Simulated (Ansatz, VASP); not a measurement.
**Two plane-wave programs on Mo**

```
Mo
1.0
     0.00000    2.01500    2.08553
     2.01500    0.00000    2.08553
     2.01500    2.01500    0.00000
Mo
1
Direct
  0.00000 0.00000 0.00000
```

Change from the starting cell: strain +0.0350 x Voigt [0, 0, 1, 0, 0, 0], atoms carried along.

Alike in both runs: task single point; functional PBE; k mesh 20 × 20 × 20; occupations gaussian, width 0.15 eV; no spin polarisation.

|  | VASP | Ansatz |
| --- | --- | --- |
| version | VASP 6.6.1 | Ansatz 0.2.0 |
| potentials or method | VASP PAW PBE potentials, release 64 (Mo_sv), cutoff 520 eV | scalar-relativistic, plane waves, PAW |
| valence electrons in the cell | 14 | 14 |

|  | VASP | Ansatz | Ansatz less VASP |
| --- | --- | --- | --- |
| gap on the k mesh at the Fermi level (eV) | none | none | - |
| pressure (GPa) | -11.3 | -11.7 | -0.40 |
| traceless stress, the component that is largest in VASP (GPa) | 3.68 | 3.70 | +0.014 |

A gap of «none» marks a metal or a gap that the smearing closes. With one functional, cell and mesh, what is left measures potentials, basis and numerics.
